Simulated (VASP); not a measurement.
Set up this calculation in VASP 6.6.1, as the native input.

- Task: single point
- Functional: LDA
- Potentials or basis: VASP PAW LDA potentials, release 64 (Ti_sv, C)
- Cutoff: 520 eV
- k mesh: 11 × 11 × 1
- Occupations: fermi-dirac, width 0.08 eV
- Spin: no spin polarisation
- Dipole correction: yes
- Further INCAR settings: ALGO = Normal; EDIFF = 1e-07; NBANDS = 33

The structure of TiC lies in POSCAR:

```
TiC
1.0
    3.0129104802      0.0000000000      0.0000000000
    0.0000000000      3.0129104802      0.0000000000
    0.0000000000      0.0000000000     20.2609000000
Ti C
3 3
Direct
    0.2500000000      0.2500000000      0.3948492203
    0.7500000000      0.7500000000      0.5000000000
    0.2500000000      0.2500000000      0.6051507797
    0.7500000000      0.7500000000      0.3948492203
    0.2500000000      0.2500000000      0.5000000000
    0.7500000000      0.7500000000      0.6051507797
```

One way to write it, as run:

INCAR

```
SYSTEM = TiC
PREC = Accurate ; ENCUT = 520
EDIFF = 1E-7 ; ISMEAR = -1
SIGMA = 0.08 ; LREAL = .FALSE.
LASPH = .TRUE. ; NELM = 60
ALGO = Normal ; ISIF = 2
LWAVE = .FALSE. ; LCHARG = .FALSE.
LDIPOL = .TRUE. ; IDIPOL = 3
DIPOL = 0.5 0.5 0.500 ; NBANDS = 33
```

KPOINTS

```
Automatic mesh
0
G
  11 11 1
  0 0 0
```

Potentials or basis: VASP PAW LDA potentials, release 64 (Ti_sv, C).

Launch:

```sh
$ cat potpaw_LDA.64/Ti_sv/POTCAR potpaw_LDA.64/C/POTCAR > POTCAR
$ mpirun -np 1 vasp_std > vasp.out
```

It gave:

The largest force is 1.378 eV/Å. The band gap on the k mesh is zero (bands 24 and 25 overlap by 0.56 eV).

It took 120 s on 1 thread of Intel(R) Xeon(R) 6975P-C (Granite Rapids) (shared host), peak memory 0.28 GiB.
